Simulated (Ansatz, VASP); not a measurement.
One calculation of WS2, two programs

INCAR

```
SYSTEM = WS2
PREC = Accurate
ENCUT = 520
EDIFF = 1E-7
ISMEAR = 0
SIGMA = 0.02
LREAL = .FALSE.
LASPH = .TRUE.
NELM = 80
ALGO = Normal
ISIF = 2
LWAVE = .FALSE.
LCHARG = .TRUE.
LDIPOL = .TRUE.
IDIPOL = 3
DIPOL = 0.5 0.5 0.500
GGA = PE
IVDW = 12
LELF = .TRUE.
LVHAR = .TRUE.
LVACPOTAV = .TRUE.
NBANDS = 20
```

KPOINTS

```
regular mesh
0
G
  12 12 1
  0 0 0
```

Contents of POSCAR:

```
WS2
1.0
    3.2860000000      0.0000000000      0.0000000000
   -1.6430000000      2.8457594768      0.0000000000
    0.0000000000      0.0000000000     32.2910878415
S W
2 1
Direct
    0.3333333333      0.6666666667      0.4486606861
    0.3333333333      0.6666666667      0.5513515590
    0.6666666667      0.3333333333      0.5000061201
```

Input for Ansatz:

```yaml
crystal:
  lattice:
    - [3.286, 0.0, 0.0]
    - [-1.643, 2.8457594768, 0.0]
    - [0.0, 0.0, 32.2910878415]
  atoms:
    - { symbol: S, position: [0.3333333333, 0.6666666667, 0.4486606861] }
    - { symbol: W, position: [0.6666666667, 0.3333333333, 0.5000061201] }
    - { symbol: S, position: [0.3333333333, 0.6666666667, 0.551351559] }
  periodic: [true, true, false]
basis:
  ecutwfc: 420
kpoints:
  mp_grid: { grid: [12, 12, 1] }
hamiltonian:
  xc: pbe
  pseudopotentials: { kind: paw, azcp: { folder: soft_1 } }
  dispersion: d3bj
scf:
  occupations: { method: gaussian, width: 0.02 }
output:
  forces: true
  stress: true
  eigenvalues: true
```

Alike in both runs: task single point; functional PBE; dispersion D3(BJ); k mesh 12 × 12 × 1; occupations gaussian, width 0.02 eV; no spin polarisation.

```csv
,VASP,Ansatz
version,VASP 6.6.1,Ansatz 0.2.0
potentials or method,"VASP PAW PBE potentials, release 64 (S, W_sv), cutoff 520 eV","scalar-relativistic, plane waves, PAW"
valence electrons in the cell,26,26
```

|  | VASP | Ansatz | Ansatz less VASP |
| --- | --- | --- | --- |
| gap on the k mesh at the Fermi level (eV) | 1.67 | 1.67 | -0.001 |
| least direct gap on the mesh (eV) | 1.67 | 1.67 | -0.001 |
| rms of the force components (eV/Å) | 0.961 | 0.962 | +0.0009 |

Neither program's run includes spin-orbit coupling.
